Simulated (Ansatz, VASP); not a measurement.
**BN in VASP and in Ansatz**

```
B N
1.0
     1.25384   -3.33948    0.00000
     2.50768    0.00000    0.00000
     0.83589   -1.11316    8.67533
B N
4 4
Direct
  0.68055 0.84027 0.95835
  0.93055 0.46527 0.20835
  0.84722 0.92361 0.45835
  0.76388 0.38194 0.70835
  0.90280 0.95140 0.29160
  0.81947 0.40973 0.54160
  0.73613 0.86807 0.79160
  0.98613 0.49307 0.04160
```

Alike in both runs: task single point; functional PBE; dispersion D3(BJ); k mesh 7 × 9 × 3; occupations gaussian, width 0.05 eV; no spin polarisation.

|  | VASP | Ansatz |
| --- | --- | --- |
| version | VASP 6.6.1 | Ansatz 0.2.0 |
| potentials or method | VASP PAW PBE potentials, release 64 (B, N), cutoff 520 eV | scalar-relativistic, plane waves, PAW |
| valence electrons in the cell | 32 | 32 |

```tsv
	VASP	Ansatz	Ansatz less VASP
gap on the k mesh at the Fermi level (eV)	0.10	0.10	-0.002
least direct gap on the mesh (eV)	0.52	0.53	0.000
pressure (GPa)	-0.7	-0.8	-0.05
traceless stress, the component that is largest in VASP (GPa)	-11.13	-10.94	+0.187
rms of the force components (eV/Å)	0.841	0.841	-0.0003
```

Atom by atom the forces differ by 0.003 eV/Å (rms over components).
